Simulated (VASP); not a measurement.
# Ca (Fm-3m) in VASP: single point with PBE

Aim: the single point of Ca with PBE.

All numbers are computed with VASP 6.6.1; they aren't measurements. Logs are shortened: lines on timing, memory, paths and dates and some standing lists are left out, and cuts for length are marked.

**1. The cell of the first run**

It takes space group Fm-3m (No. 225, cubic). Conventional cell: a = 5.897 Å, b = 5.897 Å, c = 5.897 Å, α = 90.00°, β = 90.00°, γ = 90.00°. Ca (site symmetry m-3m) has 12 Ca at 4.17 Å within 5.5 Å.

**2. Single point, PBE (Ba replaced by Ca, lengths x 0.891, strained)**

Input file INCAR:

```
ALGO = Fast
EDIFF = 1E-6
ENCUT = 520
GGA = PE
ISIF = 2
ISMEAR = 0
LASPH = T
LCHARG = F
LREAL = F
LWAVE = F
NBANDS = 11
NELM = 100
PREC = Accurate
SIGMA = 0.1
```

Input file KPOINTS:

```
k-points
0
Gamma
  12 12 12
```

Input file POSCAR:

```
Ca
1.0
    0.0000000000      2.9485014800      2.9485014800
    2.9485014800      0.0000000000      2.9485014800
    2.9485014800      2.9485014800      0.0000000000
Ca
1
Direct
    0.0000000000      0.0000000000      0.0000000000
```

Potentials or basis: VASP PAW PBE potentials, release 64 (Ca_sv).

On the command line:

```console
> cat potpaw_PBE.64/Ca_sv/POTCAR > POTCAR
> mpirun -np 1 vasp_std > vasp.out
```

OUTCAR:

```text
EDIFF = 1E-6
   ENCUT = 520
   GGA = PE
   ISIF = 2
   ISMEAR = 0
   LASPH = T
   LREAL = F
   NELM = 100
   PREC = Accurate

 ion  position               nearest neighbor table
   1  0.000  0.000  0.000-

  LATTYP: Found a face centered cubic cell.
 ALAT       =     5.8970029600

  Lattice vectors:

 A1 = (   0.0000000000,   2.9485014800,   2.9485014800)
 A2 = (   2.9485014800,   0.0000000000,   2.9485014800)
 A3 = (   2.9485014800,   2.9485014800,   0.0000000000)

Analysis of symmetry for initial positions (statically):
=====================================================================
 Subroutine PRICEL returns:
 Original cell was already a primitive cell.

 Routine SETGRP: Setting up the symmetry group for a
 face centered cubic supercell.

 Subroutine GETGRP returns: Found 48 space group operations
 (whereof 48 operations were pure point group operations)
 out of a pool of 48 trial point group operations.

The static configuration has the point symmetry O_h .

Analysis of symmetry for dynamics (positions and initial velocities):
=====================================================================
 Subroutine PRICEL returns:
 Original cell was already a primitive cell.

 Routine SETGRP: Setting up the symmetry group for a
 face centered cubic supercell.

 Subroutine GETGRP returns: Found 48 space group operations
 (whereof 48 operations were pure point group operations)
 out of a pool of 48 trial point group operations.

The dynamic configuration has the point symmetry O_h .

 Subroutine INISYM returns: Found 48 space group operations
 (whereof 48 operations are pure point group operations),
 and found     1 'primitive' translations

----------------------------------------------------------------------------------------

                                     Primitive cell

  volume of cell :      51.2665

  direct lattice vectors                    reciprocal lattice vectors
     0.000000000  2.948501480  2.948501480    -0.169577666  0.169577666  0.169577666
     2.948501480  0.000000000  2.948501480     0.169577666 -0.169577666  0.169577666
     2.948501480  2.948501480  0.000000000     0.169577666  0.169577666 -0.169577666

  length of vectors
     4.169810782  4.169810782  4.169810782     0.293717134  0.293717134  0.293717134

  position of ions in fractional coordinates (direct lattice)
     0.000000000  0.000000000  0.000000000

  ion indices of the primitive-cell ions
   primitive index   ion index
                 1           1

----------------------------------------------------------------------------------------

 KPOINTS: k-points

Automatic generation of k-mesh.
 Grid dimensions read from file:
 generate k-points for:   12   12   12

 Generating k-lattice:

  Cartesian coordinates                     Fractional coordinates (reciprocal lattice)
    -0.014131472  0.014131472  0.014131472     0.083333333  0.000000000  0.000000000
     0.014131472 -0.014131472  0.014131472     0.000000000  0.083333333  0.000000000
     0.014131472  0.014131472 -0.014131472     0.000000000  0.000000000  0.083333333

  Length of vectors
     0.024476428  0.024476428  0.024476428

  Shift w.r.t. Gamma in fractional coordinates (k-lattice)
     0.000000000  0.000000000  0.000000000

 Subroutine IBZKPT returns following result:
 ===========================================

 Found     72 irreducible k-points:

 Following reciprocal coordinates:
            Coordinates               Weight
  0.000000  0.000000  0.000000      1.000000
  0.083333  0.000000  0.000000      8.000000
  0.166667  0.000000  0.000000      8.000000
  0.250000  0.000000  0.000000      8.000000
  0.333333  0.000000  0.000000      8.000000
  0.416667  0.000000  0.000000      8.000000
[... 16 lines left out ...]
  0.500000  0.166667  0.000000     24.000000
 -0.416667  0.166667  0.000000     24.000000
 [... further k-points ...]
   k-points           NKPTS =     72   k-points in BZ     NKDIM =     72   number of bands    NBANDS=     11
   number of dos      NEDOS =    301   number of ions     NIONS =      1
   total plane-waves  NPLWV =  32768
   dimension x,y,z NGX =    32 NGY =   32 NGZ =   32
   dimension x,y,z NGXF=    64 NGYF=   64 NGZF=   64
   ions per type =               1
   NGX,Y,Z   is equivalent  to a cutoff of  12.76, 12.76, 12.76 a.u.
   NGXF,Y,Z  is equivalent  to a cutoff of  25.52, 25.52, 25.52 a.u.
 SYSTEM =  unknown system
   PREC   = accura    normal or accurate (medium, high low for compatibility)
   ISTART =      0    job   : 0-new  1-cont  2-samecut
   ICHARG =      2    charge: 1-file 2-atom 10-const
   ISPIN  =      1    spin polarized calculation?
   LNONCOLLINEAR =      F non collinear calculations
   LSORBIT =      F    spin-orbit coupling
   LASPH  =      T    aspherical Exc in radial PAW
   ENCUT  =  520.0 eV  38.22 Ry    6.18 a.u.   7.75  7.75  7.75*2*pi/ulx,y,z
   NELM   =    100;   NELMIN=  2; NELMDL= -5     # of ELM steps
   EDIFF  = 0.1E-05   stopping-criterion for ELM
   LREAL  =      F    real-space projection
   EDIFFG = 0.1E-04   stopping-criterion for IOM
   NSW    =      0    number of steps for IOM
   IBRION =     -1    ionic relax: 0-MD 1-quasi-New 2-CG
   NFREE  =      0    steps in history (QN), initial steepest desc. (CG)
   ISIF   =      2    stress and relaxation
   ISYM   =      2    0-nonsym 1-usesym 2-fastsym
   POTIM  = 0.5000    time-step for ionic-motion
   TEBEG  =    0.0;   TEEND  =   0.0 temperature during run
   PSTRESS=    0.0 pullay stress
   NELECT =      10.0000    total number of electrons
   NUPDOWN=      -1.0000    fix difference up-down
   EMIN   =  10.00;   EMAX   =-10.00  energy-range for DOS
   EFERMI =   0.00;   METHOD = LEGACY
   ISMEAR =     0;   SIGMA  =   0.10  broadening in eV -4-tet -1-fermi 0-gaus
   EFERMI_NEDOS =   21; number of points for ismear=-14 and -15
   IALGO  =     68    algorithm
   IMIX   =      4    mixing-type and parameters
     AMIX     =   0.40;   BMIX     =  1.00
     AMIX_MAG =   1.60;   BMIX_MAG =  1.00
  volume/ion in A,a.u.               =      51.27       345.96
  Fermi-wavevector in a.u.,A,eV,Ry     =   0.949431  1.794165 12.264557  0.901420
  Thomas-Fermi vector in A             =   2.077713
   LORBIT       =      0    0 simple, 1 ext, 2 COOP (PROOUT), +10 PAW based schemes
   GGA     = PE    functional components
   LHFCALC =     F    Hartree Fock is set to
   AEXX    =    0.0000 exact exchange contribution
   IVDW    =     0    specifies the selected vdW correction
   LEPSILON=     F    determine dielectric tensor
   LRPA    =     F    only Hartree local field effects (RPA)
 non-spin polarized calculation
 RMM-DIIS sequential band-by-band and
 Gauss-broadening in eV      SIGMA  =   0.10
  energy-cutoff  :      520.00
  volume of cell :       51.27
 maximum number of plane-waves:      1411
   NGX = 15   NGY = 15   NGZ = 15

 number of electron      10.0000000 magnetization

 Free energy of the ion-electron system (eV)
  ---------------------------------------------------
  ext. energy  EPLUGINS =         0.00000000
  ---------------------------------------------------
  free energy    TOTEN  =        -1.85422768 eV

  energy without entropy =       -1.84653759  energy(sigma->0) =       -1.85038264

 E-fermi :   1.2468     XC(G=0):  -7.1584

 val. band max:        1.2281583219   @ k =  -0.4167   0.3333   0.0000
 cond. band min:       1.2687811943   @ k =  -0.3333   0.3333   0.1667
 fundamental gap:      0.0406228724
 Fermi energy:         1.2468186730

 k-point     1 :       0.0000    0.0000    0.0000
  band No.  band energies     occupation
      1     -41.2280      2.00000
      2     -22.1585      2.00000
      3     -22.1585      2.00000
      4     -22.1585      2.00000
      5      -2.4275      2.00000
      6       3.3135      0.00000
      7       3.3135      0.00000
      8       3.3135      0.00000
      9       4.1575      0.00000
     10       4.1575      0.00000
     11       9.5594      0.00000

 k-point     2 :       0.0833    0.0000    0.0000
  band No.  band energies     occupation
      1     -41.2277      2.00000
      2     -22.1629      2.00000
      3     -22.1591      2.00000
      4     -22.1591      2.00000
      5      -2.3262      2.00000
      6       3.2120      0.00000
      7       3.3493      0.00000
      8       3.3493      0.00000
      9       4.1289      0.00000
     10       4.1289      0.00000
     11       9.6073      0.00000

 k-point     3 :       0.1667    0.0000    0.0000
  band No.  band energies     occupation
      1     -41.2267      2.00000
      2     -22.1749      2.00000
      3     -22.1609      2.00000
      4     -22.1609      2.00000
      5      -2.0273      2.00000
      6       2.9381      0.00000
      7       3.4200      0.00000
      8       3.4200      0.00000
      9       4.0922      0.00000
     10       4.0922      0.00000
     11       8.6741      0.00000

 k-point     4 :       0.2500    0.0000    0.0000
  band No.  band energies     occupation
      1     -41.2254      2.00000
      2     -22.1912      2.00000
      3     -22.1632      2.00000
      4     -22.1632      2.00000
      5      -1.5473      2.00000
      6       2.5457      0.00000
      7       3.4237      0.00000
      8       3.4237      0.00000
      9       4.1717      0.00000
     10       4.1717      0.00000
     11       7.4137      0.00000
[... 239 lines left out ...]
 k-point    22 :       0.4167    0.1667    0.0000
  band No.  band energies     occupation
      1     -41.2230      2.00000
      2     -22.2101      2.00000
      3     -22.1740      2.00000
      4     -22.1716      2.00000
      5      -0.3688      2.00000
      6       1.9153      0.00000
      7       2.9502      0.00000
      8       3.5378      0.00000
      9       4.3805      0.00000
     10       4.6684      0.00000
     11       6.0284      0.00000

 k-point    23 :       0.5000    0.1667    0.0000
  band No.  band energies     occupation
      1     -41.2224      2.00000
      2     -22.2172      2.00000
      3     -22.1775      2.00000
      4     -22.1718      2.00000
      5       0.3474      2.00000
      6       1.3684      0.08564
      7       2.8656      0.00000
      8       3.4709      0.00000
      9       4.7057      0.00000
     10       4.7144      0.00000
     11       5.3763      0.00000

 k-point    24 :      -0.4167    0.1667    0.0000
  band No.  band energies     occupation
      1     -41.2223      2.00000
      2     -22.2177      2.00000
      3     -22.1797      2.00000
      4     -22.1704      2.00000
      5       0.5601      2.00000
      6       1.1982      1.50790
      7       2.8310      0.00000
      8       3.4478      0.00000
      9       4.5736      0.00000
     10       4.8552      0.00000
     11       5.3574      0.00000

 [... further k-points ...]

------------------------ aborting loop because EDIFF is reached ----------------------------------------

  FORCE on cell =-STRESS in cart. coord.  units (eV):
  Direction    XX          YY          ZZ          XY          YZ          ZX
  --------------------------------------------------------------------------------------
  -------------------------------------------------------------------------------------
  Total       -0.7759002     -0.7759002     -0.7759002      0.0000000     -0.0000000     -0.0000000
  in kB      -24.2483619    -24.2483619    -24.2483619      0.0000000     -0.0000000     -0.0000000
  external PRESSURE =     -24.2483619 kB  Pullay stress =       0.0000000 kB

 VOLUME and BASIS-vectors are now :
 -----------------------------------------------------------------------------
  energy-cutoff  :      520.00
  volume of cell :       51.27
      direct lattice vectors                 reciprocal lattice vectors
     0.000000000  2.948501480  2.948501480    -0.169577666  0.169577666  0.169577666
     2.948501480  0.000000000  2.948501480     0.169577666 -0.169577666  0.169577666
     2.948501480  2.948501480  0.000000000     0.169577666  0.169577666 -0.169577666

 POSITION                                       TOTAL-FORCE (eV/Angst)
 -----------------------------------------------------------------------------------
      0.00000      0.00000      0.00000         0.000000      0.000000      0.000000
 -----------------------------------------------------------------------------------
    total drift:                                0.000000      0.000000      0.000000

  FREE ENERGIE OF THE ION-ELECTRON SYSTEM (eV)
  ---------------------------------------------------
  free  energy   TOTEN  =        -1.8542276833 eV

  energy  without entropy=       -1.8465375933  energy(sigma->0) =       -1.85038264
```

It took 14 s on 1 thread of Intel Xeon 6975P-C (Granite Rapids), shared host; peak memory 0.19 GiB.

Results:

| Property | Result |
| --- | --- |
| Free energy | -1.8542 eV |
| Pressure | -2.4 GPa |
| Band gap on the k mesh | zero (bands 5 and 6 overlap by 0.55 eV) |

Caveat: the cell differs from its parent crystal (Ba replaced by Ca, lengths x 0.891, strained).

The gap in the log of VASP goes by the Fermi energy; the results here count the filled bands.